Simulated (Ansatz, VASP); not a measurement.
WCl4F2 in VASP and in Ansatz

```
W Cl F
1.0
    -3.70979    3.70979    4.12009
     3.70979   -3.70979    4.12009
     3.70979    3.70979   -4.12009
W Cl F
1 4 2
Direct
  0.00000 0.00000 0.00000
  0.78095 0.21905 0.00000
  0.78095 0.78095 0.56190
  0.21905 0.21905 0.43810
  0.21905 0.78095 0.00000
  0.77340 0.77340 0.00000
  0.22660 0.22660 0.00000
```

Alike in both runs: functional PBE; k mesh 6 × 6 × 6; occupations gaussian, width 0.02 eV; no spin polarisation.

Ansatz relaxed the structure, and its values are those at the end. VASP's run is a single point on that final structure, the one shown.

```csv
,VASP,Ansatz
version,VASP 6.6.1,Ansatz 0.2.0
potentials or method,"VASP PAW PBE potentials, release 64 (W_sv, Cl, F), cutoff 520 eV","scalar-relativistic, plane waves, PAW"
valence electrons in the cell,56,56
```

Ansatz gave:

```
gap on the k mesh at the Fermi level (eV) : 1.70
least direct gap on the mesh (eV)         : 1.74
pressure (GPa)                            : 0.0
rms of the force components (eV/Å)        : 0.001
```

Q: Which values does VASP return?

A: gap on the k mesh at the Fermi level (eV): 1.70; least direct gap on the mesh (eV): 1.74; pressure (GPa): 0.2; rms of the force components (eV/Å): 0.115.

With one functional, cell and mesh, what is left measures potentials, basis and numerics.

Spin-orbit coupling is off throughout.
